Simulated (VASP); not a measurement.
# Ti in VASP: single point with LDA

Aim: the single point of Ti with LDA.

Everything below comes from runs of VASP 6.6.1. Logs are shortened: lines on timing, memory, paths and dates and some standing lists are left out, and cuts for length are marked.

## Step 1: The cell of the first run

The cell holds a slab with vacuum, 4 atoms: a = 2.864 Å, b = 2.864 Å, c = 20.803 Å, α = 90.00°, β = 90.00°, γ = 120.00°.

## Step 2: Single point, LDA

Contents of INCAR:

```
SYSTEM = Ti
ALGO = Normal
DIPOL = 0.5 0.5 0.500
EDIFF = 1E-7
ENCUT = 520
IDIPOL = 3
ISIF = 2
ISMEAR = 0
LASPH = .True.
LCHARG = .False.
LDIPOL = .True.
LREAL = .False.
LWAVE = .False.
NBANDS = 32
NELM = 60
PREC = Accurate
SIGMA = 0.1
```

Contents of KPOINTS:

```
k-points
0
Gamma
  12 12 1
  0 0 0
```

Contents of POSCAR:

```
Ti
1.0
    2.8641158409      0.0000000000      0.0000000000
   -1.4320579204      2.4803970776      0.0000000000
    0.0000000000      0.0000000000     20.8030624334
Ti
4
Direct
    0.6666666667      0.3333333333      0.3364889195
    0.3333333333      0.6666666667      0.4454963065
    0.6666666667      0.3333333333      0.5588929903
    0.3333333333      0.6666666667      0.6605392573
```

Potentials or basis: VASP PAW LDA potentials, release 64 (Ti_sv).

Command:

```
$ cat potpaw_LDA.64/Ti_sv/POTCAR > POTCAR
$ mpirun -np 1 vasp_std > vasp.out
```

OUTCAR:

```text
SYSTEM = Ti
   EDIFF = 1E-7
   ENCUT = 520
   ISIF = 2
   ISMEAR = 0
   LASPH = .True.
   LREAL = .False.
   NELM = 60
   PREC = Accurate

 ion  position               nearest neighbor table
   1  0.667  0.333  0.336-   2 2.81   2 2.81   2 2.81
   2  0.333  0.667  0.445-   1 2.81   1 2.81   1 2.81   3 2.88   3 2.88   3 2.88
   3  0.667  0.333  0.559-   4 2.68   4 2.68   4 2.68   2 2.88   2 2.88   2 2.88
   4  0.333  0.667  0.661-   3 2.68   3 2.68   3 2.68

  LATTYP: Found a hexagonal cell.
 ALAT       =     2.8641158409
 C/A-ratio  =     7.2633453355

  Lattice vectors:

 A1 = (   2.8641158409,   0.0000000000,   0.0000000000)
 A2 = (  -1.4320579204,   2.4803970776,   0.0000000000)
 A3 = (   0.0000000000,   0.0000000000,  20.8030624334)

Analysis of symmetry for initial positions (statically):
=====================================================================
 Subroutine PRICEL returns:
 Original cell was already a primitive cell.

 Routine SETGRP: Setting up the symmetry group for a
 hexagonal supercell.

 Subroutine GETGRP returns: Found  6 space group operations
 (whereof  6 operations were pure point group operations)
 out of a pool of 24 trial point group operations.

The static configuration has the point symmetry C_3v.

Analysis of symmetry for dynamics (positions and initial velocities):
=====================================================================
 Subroutine PRICEL returns:
 Original cell was already a primitive cell.

 Routine SETGRP: Setting up the symmetry group for a
 hexagonal supercell.

 Subroutine GETGRP returns: Found  6 space group operations
 (whereof  6 operations were pure point group operations)
 out of a pool of 24 trial point group operations.

The dynamic configuration has the point symmetry C_3v.

 Subroutine INISYM returns: Found  6 space group operations
 (whereof  6 operations are pure point group operations),
 and found     1 'primitive' translations

----------------------------------------------------------------------------------------

                                     Primitive cell

  volume of cell :     147.7880

  direct lattice vectors                    reciprocal lattice vectors
     2.864115841  0.000000000  0.000000000     0.349147889  0.201580628  0.000000000
    -1.432057920  2.480397078  0.000000000     0.000000000  0.403161256  0.000000000
     0.000000000  0.000000000 20.803062433     0.000000000  0.000000000  0.048069846

  length of vectors
     2.864115841  2.864115841 20.803062433     0.403161256  0.403161256  0.048069846

  position of ions in fractional coordinates (direct lattice)
     0.666666667  0.333333333  0.336488919
     0.333333333  0.666666667  0.445496306
     0.666666667  0.333333333  0.558892990
     0.333333333  0.666666667  0.660539257

  ion indices of the primitive-cell ions
   primitive index   ion index
                 1           1
                 2           2
                 3           3
                 4           4

----------------------------------------------------------------------------------------

 KPOINTS: k-points

Automatic generation of k-mesh.
 Grid dimensions read from file:
 generate k-points for:   12   12    1

 Generating k-lattice:

  Cartesian coordinates                     Fractional coordinates (reciprocal lattice)
     0.029095657  0.016798386  0.000000000     0.083333333  0.000000000  0.000000000
     0.000000000  0.033596771  0.000000000     0.000000000  0.083333333  0.000000000
     0.000000000  0.000000000  0.048069846     0.000000000  0.000000000  1.000000000

  Length of vectors
     0.033596771  0.033596771  0.048069846

  Shift w.r.t. Gamma in fractional coordinates (k-lattice)
     0.000000000  0.000000000  0.000000000

 Subroutine IBZKPT returns following result:
 ===========================================

 Found     19 irreducible k-points:

 Following reciprocal coordinates:
            Coordinates               Weight
  0.000000  0.000000  0.000000      1.000000
  0.083333  0.000000  0.000000      6.000000
  0.166667  0.000000  0.000000      6.000000
  0.250000  0.000000  0.000000      6.000000
  0.333333  0.000000  0.000000      6.000000
  0.416667  0.000000  0.000000      6.000000
[... 11 lines left out ...]
  0.333333  0.250000  0.000000     12.000000
  0.333333  0.333333  0.000000      2.000000
   k-points           NKPTS =     19   k-points in BZ     NKDIM =     19   number of bands    NBANDS=     32
   number of dos      NEDOS =    301   number of ions     NIONS =      4
   total plane-waves  NPLWV =  92160
   dimension x,y,z NGX =    24 NGY =   24 NGZ =  160
   dimension x,y,z NGXF=    48 NGYF=   48 NGZF=  320
   ions per type =               4
   NGX,Y,Z   is equivalent  to a cutoff of  13.93, 13.93, 12.79 a.u.
   NGXF,Y,Z  is equivalent  to a cutoff of  27.86, 27.86, 25.57 a.u.
 SYSTEM =  Ti
   PREC   = accura    normal or accurate (medium, high low for compatibility)
   ISTART =      0    job   : 0-new  1-cont  2-samecut
   ICHARG =      2    charge: 1-file 2-atom 10-const
   ISPIN  =      1    spin polarized calculation?
   LNONCOLLINEAR =      F non collinear calculations
   LSORBIT =      F    spin-orbit coupling
   LASPH  =      T    aspherical Exc in radial PAW
   ENCUT  =  520.0 eV  38.22 Ry    6.18 a.u.   5.33  5.33 38.68*2*pi/ulx,y,z
   NELM   =     60;   NELMIN=  2; NELMDL= -5     # of ELM steps
   EDIFF  = 0.1E-06   stopping-criterion for ELM
   LREAL  =      F    real-space projection
   EDIFFG = 0.1E-05   stopping-criterion for IOM
   NSW    =      0    number of steps for IOM
   IBRION =     -1    ionic relax: 0-MD 1-quasi-New 2-CG
   NFREE  =      0    steps in history (QN), initial steepest desc. (CG)
   ISIF   =      2    stress and relaxation
   ISYM   =      2    0-nonsym 1-usesym 2-fastsym
   POTIM  = 0.5000    time-step for ionic-motion
   TEBEG  =    0.0;   TEEND  =   0.0 temperature during run
   PSTRESS=    0.0 pullay stress
   NELECT =      48.0000    total number of electrons
   NUPDOWN=      -1.0000    fix difference up-down
   EMIN   =  10.00;   EMAX   =-10.00  energy-range for DOS
   EFERMI =   0.00;   METHOD = LEGACY
   ISMEAR =     0;   SIGMA  =   0.10  broadening in eV -4-tet -1-fermi 0-gaus
   EFERMI_NEDOS =   21; number of points for ismear=-14 and -15
   IALGO  =     38    algorithm
   IMIX   =      4    mixing-type and parameters
     AMIX     =   0.40;   BMIX     =  1.00
     AMIX_MAG =   1.60;   BMIX_MAG =  1.00
  volume/ion in A,a.u.               =      36.95       249.33
  Fermi-wavevector in a.u.,A,eV,Ry     =   1.125319  2.126544 17.229633  1.266342
  Thomas-Fermi vector in A             =   2.261995
   LORBIT       =      0    0 simple, 1 ext, 2 COOP (PROOUT), +10 PAW based schemes
   GGA     = CA    functional components
   LHFCALC =     F    Hartree Fock is set to
   AEXX    =    0.0000 exact exchange contribution
   IVDW    =     0    specifies the selected vdW correction
   LEPSILON=     F    determine dielectric tensor
   LRPA    =     F    only Hartree local field effects (RPA)
 non-spin polarized calculation
 Gauss-broadening in eV      SIGMA  =   0.10
  energy-cutoff  :      520.00
  volume of cell :      147.79
 maximum number of plane-waves:      4013
 NGX is ok and might be reduce to    24
   NGX = 11   NGY = 11   NGZ = 77

 dipolmoment           0.000000      0.000000      0.002004 electrons x Angstroem

 number of electron      48.0000010 magnetization

 dipolmoment           0.000000      0.000000     -0.003876 electrons x Angstroem

 Free energy of the ion-electron system (eV)
  ---------------------------------------------------
  ext. energy  EPLUGINS =         0.00000000
  ---------------------------------------------------
  free energy    TOTEN  =       -32.17779996 eV

  energy without entropy =      -32.13702839  energy(sigma->0) =      -32.15741417

 E-fermi :   1.3832     XC(G=0):  -6.3379

 val. band max:        1.3787361907   @ k =   0.4167   0.1667   0.0000
 cond. band min:       1.3959506847   @ k =   0.2500   0.0000   0.0000
 fundamental gap:      0.0172144940
 Fermi energy:         1.3832212581

 k-point     1 :       0.0000    0.0000    0.0000
  band No.  band energies     occupation
      1     -54.7812      2.00000
      2     -54.7218      2.00000
      3     -54.5421      2.00000
      4     -54.4317      2.00000
      5     -31.6909      2.00000
      6     -31.5835      2.00000
[... 24 lines left out ...]
     31       2.5170      0.00000
     32       2.5172      0.00000

 k-point     2 :       0.0833    0.0000    0.0000
  band No.  band energies     occupation
      1     -54.7739      2.00000
      2     -54.7136      2.00000
      3     -54.5355      2.00000
      4     -54.4267      2.00000
      5     -31.6758      2.00000
      6     -31.5762      2.00000
[... 24 lines left out ...]
     31       2.3916      0.00000
     32       2.5756      0.00000

 k-point     3 :       0.1667    0.0000    0.0000
  band No.  band energies     occupation
      1     -54.7539      2.00000
      2     -54.6911      2.00000
      3     -54.5171      2.00000
      4     -54.4132      2.00000
      5     -31.6347      2.00000
      6     -31.5586      2.00000
[... 24 lines left out ...]
     31       2.6529      0.00000
     32       2.7099      0.00000

 k-point     4 :       0.2500    0.0000    0.0000
  band No.  band energies     occupation
      1     -54.7263      2.00000
      2     -54.6600      2.00000
      3     -54.4917      2.00000
      4     -54.3951      2.00000
      5     -31.5821      2.00000
      6     -31.5435      2.00000
[... 24 lines left out ...]
     31       3.0838      0.00000
     32       3.2309      0.00000

 k-point     5 :       0.3333    0.0000    0.0000
  band No.  band energies     occupation
      1     -54.6986      2.00000
      2     -54.6285      2.00000
      3     -54.4657      2.00000
      4     -54.3774      2.00000
      5     -31.5708      2.00000
      6     -31.5489      2.00000
[... 409 lines left out ...]
     31       3.6239      0.00000
     32       4.2292      0.00000

 k-point    17 :       0.2500    0.2500    0.0000
  band No.  band energies     occupation
      1     -54.6709      2.00000
      2     -54.5967      2.00000
      3     -54.4390      2.00000
      4     -54.3604      2.00000
      5     -31.5637      2.00000
      6     -31.5552      2.00000
[... 24 lines left out ...]
     31       3.4355      0.00000
     32       3.7684      0.00000

 k-point    18 :       0.3333    0.2500    0.0000
  band No.  band energies     occupation
      1     -54.6607      2.00000
      2     -54.5850      2.00000
      3     -54.4291      2.00000
      4     -54.3544      2.00000
      5     -31.5654      2.00000
      6     -31.5472      2.00000
[... 24 lines left out ...]
     31       3.5144      0.00000
     32       4.0366      0.00000

 k-point    19 :       0.3333    0.3333    0.0000
  band No.  band energies     occupation
      1     -54.6569      2.00000
      2     -54.5807      2.00000
      3     -54.4254      2.00000
      4     -54.3522      2.00000
      5     -31.5127      2.00000
      6     -31.5080      2.00000
[... 24 lines left out ...]
     31       3.5409      0.00000
     32       4.1454      0.00000

------------------------ aborting loop because EDIFF is reached ----------------------------------------

 vacuum level on the upper side and lower side of the slab       (xc-potential included)        -0.183        -0.114

  FORCE on cell =-STRESS in cart. coord.  units (eV):
  Direction    XX          YY          ZZ          XY          YZ          ZX
  --------------------------------------------------------------------------------------
  -------------------------------------------------------------------------------------
  Total       -1.5749387     -1.5749387     -1.5390895     -0.0000000      0.0000000      0.0000000
  in kB      -17.0739963    -17.0739963    -16.6853528     -0.0000000      0.0000000      0.0000000
  external PRESSURE =     -16.9444485 kB  Pullay stress =       0.0000000 kB

 VOLUME and BASIS-vectors are now :
 -----------------------------------------------------------------------------
  energy-cutoff  :      520.00
  volume of cell :      147.79
      direct lattice vectors                 reciprocal lattice vectors
     2.864115841  0.000000000  0.000000000     0.349147889  0.201580628  0.000000000
    -1.432057920  2.480397078  0.000000000     0.000000000  0.403161256  0.000000000
     0.000000000  0.000000000 20.803062433     0.000000000  0.000000000  0.048069846

 POSITION                                       TOTAL-FORCE (eV/Angst)
 -----------------------------------------------------------------------------------
      1.43206      0.82680      7.00000        -0.000000     -0.000000      0.636481
     -0.00000      1.65360      9.26769        -0.000000      0.000000     -0.606626
      1.43206      0.82680     11.62669         0.000000      0.000000     -0.026640
     -0.00000      1.65360     13.74124         0.000000     -0.000000     -0.003215
 -----------------------------------------------------------------------------------
    total drift:                                0.000000      0.000000     -0.000492

  FREE ENERGIE OF THE ION-ELECTRON SYSTEM (eV)
  ---------------------------------------------------
  free  energy   TOTEN  =       -32.1777999599 eV

  energy  without entropy=      -32.1370283896  energy(sigma->0) =      -32.15741417

 vacuum level on the upper side and lower side of the slab         5.935         6.014
```

Wall time 3.8 min (1 thread of Intel Xeon Platinum 8259CL at 2.50GHz (Skylake/Cascade Lake), shared host); peak memory 0.25 GiB.

Results:

```
Free energy            : -32.1778 eV
Largest force          : 0.636 eV/Å
Band gap on the k mesh : zero (band 24 reaches 1.94 eV, above the bottom of band 25 at 1.01 eV)
```

Forces in eV/Å, atoms in the order of the input:
```
Ti   0.000  0.000  0.636
Ti   0.000  0.000 -0.607
Ti   0.000  0.000 -0.027
Ti   0.000  0.000 -0.003
```

Levels at points of the mesh, in eV from the Fermi level:
| k point | band 20 | band 21 | band 22 | band 23 | band 24 | band 25 | band 26 | band 27 | band 28 | band 29 |
| --- | --- | --- | --- | --- | --- | --- | --- | --- | --- | --- |
| (0.00, 0.00, 0.00) | -2.95 | -0.32 | -0.05 | 0.53 | 0.56 | 0.64 | 0.64 | 0.73 | 0.73 | 0.84 |
| (0.50, 0.00, 0.00) | -2.12 | -1.55 | -1.19 | -0.74 | 0.10 | 0.63 | 0.71 | 1.18 | 1.31 | 1.42 |
